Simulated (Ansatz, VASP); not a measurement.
**CdH in VASP and in Ansatz**

```xyz
2
Lattice="0.0000 2.4116 2.4116 2.4116 0.0000 2.4116 2.4116 2.4116 0.0000" Properties=species:S:1:pos:R:3 pbc="T T T"
Cd    0.0000    0.0000    0.0000
H     2.4116    2.4116    2.4116
```

Alike in both runs: task relaxation of cell and atoms; functional PBE; k mesh 20 × 20 × 20; occupations gaussian, width 0.1 eV; no spin polarisation.

|  | VASP | Ansatz |
| --- | --- | --- |
| version | VASP 6.6.1 | Ansatz 0.2.0 |
| potentials or method | VASP PAW PBE potentials, release 64 (Cd, H), cutoff 600 eV | scalar-relativistic, plane waves, PAW |
| valence electrons in the cell | 13 | 21 |

```tsv
	VASP	Ansatz	Ansatz less VASP
gap on the k mesh at the Fermi level, each at its own relaxed structure (eV)	none	none	-
relaxed volume (Å³/atom)	14.03	14.03	0.000
relaxed cell length with the largest relative difference (Å)	3.411	3.411	0.0000
```

A gap of «none» marks a metal or a gap that the smearing closes. VASP's potentials hold 13 valence electrons a cell and Ansatz's 21, so a difference there can come from the potentials and not from the codes.

Noted on VASP's run: the relaxation stopped at its first step, so nothing moved.
